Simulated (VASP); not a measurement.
A run of VASP 6.6.1 is set up as follows.

The input INCAR:

```
PREC = Accurate ; ENCUT = 520
EDIFF = 1E-6 ; ISMEAR = 0
SIGMA = 0.15 ; LREAL = F
LASPH = T ; NELM = 80
ALGO = Normal ; ISIF = 2
LWAVE = F ; LCHARG = F
GGA = PS ; NBANDS = 37
```

KPOINTS

```
regular mesh
0
Gamma
  12 12 12
```

The input POSCAR:

```
Ta4C3
1.0
    1.7068004033      0.9854216723     10.1645109695
   -1.7068004033      0.9854216723     10.1645109695
    0.0000000000     -1.9708433446     10.1645109695
Ta C
4 3
Direct
    0.3733722057      0.3733722057      0.3733722057
    0.6244615989      0.6244615989      0.6244615989
    0.2096180968      0.2096180968      0.2096180968
    0.7943974385      0.7943974385      0.7943974385
    0.5025935066      0.5025935066      0.5025935066
    0.9960170748      0.9960170748      0.9960170748
    0.0845400886      0.0845400886      0.0845400886
```

Potentials or basis: VASP PAW PBE potentials, release 64 (Ta_pv, C).

Command:

```sh
$ cat potpaw_PBE.64/Ta_pv/POTCAR potpaw_PBE.64/C/POTCAR > POTCAR
$ mpirun -np 1 vasp_std > vasp.out
```

Q: Predict the band gap on the k mesh.

A: Zero (bands 28 and 29 overlap by 0.20 eV).

Q: What does it give for the pressure?

A: -39.3 GPa.

Q: Estimate the largest force.

A: 1.436 eV/Å.

Stress tensor (GPa, compression positive):
```
-46.37   0.00   0.00
  0.00 -46.37   0.00
  0.00   0.00 -25.19
```

Caveat: the cell differs from its parent crystal (strain +0.1000 x Voigt [1, 1, 0, 0, 0, 0]); the stress differs along the axes, from -46 to -25 GPa; the PAW data sets were made with another functional, which shifts forces and pressure a little; spin-orbit coupling is left out, which moves the levels of the heavy elements.
